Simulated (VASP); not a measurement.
The system is PbS.

```
Pb S
1.0
     2.10732   -6.07014    0.00000
     2.10732    6.07014    0.00000
     0.00000    0.00000    4.33563
Pb S
2 2
Direct
  0.13056 0.86944 0.25000
  0.86944 0.13056 0.75000
  0.35480 0.64520 0.25000
  0.64520 0.35480 0.75000
```

Base run:

```yaml
Program: VASP 6.6.1
Functional: RPBE
Potentials_or_basis: VASP PAW PBE potentials, release 64 (Pb_d, S)
Cutoff: 520 eV
k_mesh: 7 × 7 × 6
Occupations: fermi-dirac, width 0.05 eV
Spin: no spin polarisation
```

Its results: band gap on the k mesh 1.41 eV (least direct gap 1.52 eV); pressure 0.8 GPa; largest force 0.138 eV/Å.

Problem. The run is repeated on the same cell with these changes: functional from RPBE to LDA; potentials or basis from VASP PAW PBE potentials, release 64 (Pb_d, S) to VASP PAW LDA potentials, release 64 (Pb_d, S). What comes out?

Solution. Band gap on the k mesh 1.17 eV (least direct gap 1.27 eV); pressure -5.2 GPa; largest force 0.321 eV/Å.

Caveats: spin-orbit coupling is left out, which moves the levels of the heavy elements; an odd mesh through Γ misses points on the zone boundary, where band edges can lie; the PAW data sets were made with another functional, which shifts forces and pressure a little (at least some runs); the cell stands under tension (at least some runs).
